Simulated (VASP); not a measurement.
Runs of VASP 6.6.1 on TiAl2. The structure is that of space group Cmmm (No. 65), or close to it. The cells are those of the table. 

```csv
cell,further INCAR settings,gap on the mesh (eV),pressure (GPa),largest force (eV/Å)
"a = 5.998, b = 5.998, c = 3.962 Å, angles 90.0, 90.0, 144.2°, 6 atoms",ALGO = Fast; EDIFF = 1e-07; NBANDS = 27,none,12.6,0.34
"a = 6.167, b = 6.167, c = 4.074 Å, angles 90.0, 90.0, 144.2°, 6 atoms",ALGO = Fast; EDIFF = 1e-07; NBANDS = 27,none,0.5,0.22
"a = 5.945, b = 5.945, c = 4.033 Å, angles 90.0, 90.0, 144.2°, 6 atoms",ALGO = Fast; EDIFF = 1e-06; NBANDS = 27,none,(a),0.49
"a = 6.448, b = 6.448, c = 3.727 Å, angles 90.0, 90.0, 144.2°, 6 atoms",ALGO = Fast; EDIFF = 1e-06; NBANDS = 27,none,0.2,0.15
```

Alike in all rows: task single point; level LDA; potentials or basis VASP PAW LDA potentials, release 64 (Ti_sv, Al); no spin polarisation; k mesh 12 × 12 × 12; cutoff (eV) 520; smearing gaussian 0.15 eV.

**Question.** Fill in the values left out.

**Answer.** (a) 13.0.

Caveats: the stress differs along the axes, from 6 to 16 GPa (at least some runs); the stress differs along the axes, from -5 to 3 GPa (at least some runs); the stress differs along the axes, from 3 to 18 GPa (at least some runs); the stress differs along the axes, from -3 to 7 GPa (at least some runs).

A gap of «none» marks levels without a gap at the run's occupations.
